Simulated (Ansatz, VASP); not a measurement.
**AlCu3: VASP beside Ansatz**

POSCAR

```
AlCu3
1.0
    0.0000000000      2.9473657402      2.9473657402
    2.9473657402      0.0000000000      2.9473657402
    2.9473657402      2.9473657402      0.0000000000
Al Cu
1 3
Direct
    0.0000000000      0.0000000000      0.0000000000
    0.5000000000      0.5000000000      0.5000000000
    0.2500000000      0.2500000000      0.2500000000
    0.7500000000      0.7500000000      0.7500000000
```

INCAR.step1

```
SYSTEM = AlCu3
PREC = Accurate ; ENCUT = 520
ISMEAR = 0 ; SIGMA = 0.1
LREAL = .False. ; LASPH = .True.
NELM = 80 ; NBANDS = 26
GGA = PE ; ALGO = Normal
EDIFF = 1E-4 ; LWAVE = .True.
LCHARG = .False.
```

INCAR.step2

```
SYSTEM = AlCu3
PREC = Accurate ; ENCUT = 520
EDIFF = 1E-6 ; ISMEAR = 0
SIGMA = 0.1 ; LREAL = .False.
LASPH = .True. ; NELM = 80
ALGO = Normal ; ISIF = 2
LWAVE = .False. ; LCHARG = .False.
METAGGA = R2SCAN ; LMIXTAU = .True.
NBANDS = 26 ; ISTART = 1
```

KPOINTS

```
Automatic mesh
0
Gamma
  12 12 12
  0 0 0
```

Input for Ansatz:

```yaml
crystal:
  lattice:
    - [0.0, 2.9473657377, 2.9473657377]
    - [2.9473657377, 0.0, 2.9473657377]
    - [2.9473657377, 2.9473657377, 0.0]
  atoms:
    - { symbol: Al, position: [0.0, 0.0, 0.0] }
    - { symbol: Cu, position: [0.5, 0.5, 0.5] }
    - { symbol: Cu, position: [0.25, 0.25, 0.25] }
    - { symbol: Cu, position: [0.75, 0.75, 0.75] }
basis:
  ecutwfc: 500
kpoints:
  mp_grid: { grid: [12, 12, 12] }
hamiltonian:
  xc: r2scan
scf:
  occupations: { method: gaussian, width: 0.1 }
output:
  forces: true
  stress: true
  eigenvalues: true
```

Alike in both runs: task single point; functional r2SCAN; k mesh 12 × 12 × 12; occupations gaussian, width 0.1 eV; no spin polarisation.

```csv
,VASP,Ansatz
version,VASP 6.6.1,Ansatz 0.2.0
potentials or method,"VASP PAW PBE potentials, release 64 (Al, Cu), cutoff 520 eV","scalar-relativistic, plane waves, PAW"
valence electrons in the cell,36,60
```

```tsv
	VASP	Ansatz	Ansatz less VASP
gap on the k mesh at the Fermi level (eV)	none	none	-
pressure (GPa)	-7.4	-7.7	-0.28
```

VASP's potentials were made for PBE, not for r2SCAN. A gap of «none» marks a metal or a gap that the smearing closes. VASP's potentials hold 36 valence electrons a cell and Ansatz's 60, so a difference there can come from the potentials and not from the codes.
